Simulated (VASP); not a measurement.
Sn: density of states with PBEsol

Crystal: Sn.

```
Sn
1.0
     0.00000    3.32732    3.32732
     3.32732    0.00000    3.32732
     3.32732    3.32732    0.00000
Sn
2
Direct
  0.00000 0.00000 0.00000
  0.25000 0.25000 0.25000
```

```json
{
 "Program": "VASP 6.6.1",
 "Task": "density of states",
 "Functional": "PBEsol",
 "Potentials or basis": "VASP PAW PBE potentials, release 64 (Sn_d)",
 "Cutoff": "520 eV",
 "k mesh": "12 × 12 × 12",
 "Occupations": "gaussian, width 0.1 eV",
 "Spin": "no spin polarisation",
 "Dipole correction": "no",
 "k mesh for the DOS": "18 × 18 × 18",
 "Occupations for the DOS": "tetrahedron",
 "Further INCAR settings": "ALGO = Normal; EDIFF = 1e-07"
}
```

| Property | Result |
| --- | --- |
| Valence electrons inside the program's atomic spheres | Sn 12.27 |

Levels at points of the mesh, in eV from the Fermi level:
| k point | band 11 | band 12 | band 13 | band 14 | band 15 | band 16 | band 17 | band 18 |
| --- | --- | --- | --- | --- | --- | --- | --- | --- |
| (0.00, 0.00, 0.00) | -10.14 | -1.20 | 0.09 | 0.09 | 0.09 | 2.14 | 2.14 | 2.14 |
| (0.50, 0.00, 0.00) | -8.66 | -6.06 | -1.00 | -1.00 | -0.19 | 3.18 | 3.18 | 5.57 |
| (0.50, 0.50, 0.00) | -7.29 | -7.29 | -2.23 | -2.23 | 0.84 | 0.84 | 7.24 | 7.24 |

Wall time 86 s on 1 thread of Intel(R) Xeon(R) 6975P-C (Granite Rapids), with other jobs on the host, peak memory 0.34 GiB.

Caveat: spin-orbit coupling is left out, which moves the levels of the heavy elements.
